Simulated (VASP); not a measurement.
A run of VASP 6.6.1 is set up as follows.

Contents of INCAR:

```
  PREC = Accurate
  ENCUT = 500
  EDIFF = 1E-7
  ISMEAR = 0
  SIGMA = 0.1
  LREAL = False
  LASPH = True
  NELM = 120
  ALGO = Normal
  ISIF = 3
  LWAVE = False
  LCHARG = False
  GGA = PE
  IBRION = 2
  NSW = 90
  EDIFFG = -0.04
  GGA_COMPAT = False
  NELMIN = 4
```

KPOINTS

```
Automatic mesh
0
Gamma
  4 4 4
```

The input POSCAR:

```
Ta3Br
1.0
    4.2704980000      0.0000000000      0.0000000000
    0.0000000000      4.2704980000      0.0000000000
    0.0000000000      0.0000000000      4.2704980000
Ta Br
3 1
Direct
    0.0000000000      0.5000000000      0.5000000000
    0.5000000000      0.0000000000      0.5000000000
    0.5000000000      0.5000000000      0.0000000000
    0.0000000000      0.0000000000      0.0000000000
```

Potentials or basis: VASP PAW PBE potentials, release 64 (Ta_pv, Br).

Command:

```sh
$ cat potpaw_PBE.64/Ta_pv/POTCAR potpaw_PBE.64/Br/POTCAR > POTCAR
$ mpirun -np 1 vasp_std > vasp.out
```

Task: What does it give for the space group after relaxing (to 0.1 Å)?

Result: Pm-3m (No. 221).

Task: Estimate the relaxed volume.

Result: 18.88 Å³/atom.

Final structure:
```
Ta Br
1.0
     4.22663    0.00000    0.00000
     0.00000    4.22663    0.00000
     0.00000    0.00000    4.22663
Ta Br
3 1
Direct
  0.00000 0.50000 0.50000
  0.50000 0.00000 0.50000
  0.50000 0.50000 0.00000
  0.00000 0.00000 0.00000
```

Caveat: the k points lie up to 0.37 Å⁻¹ apart in the final cell.
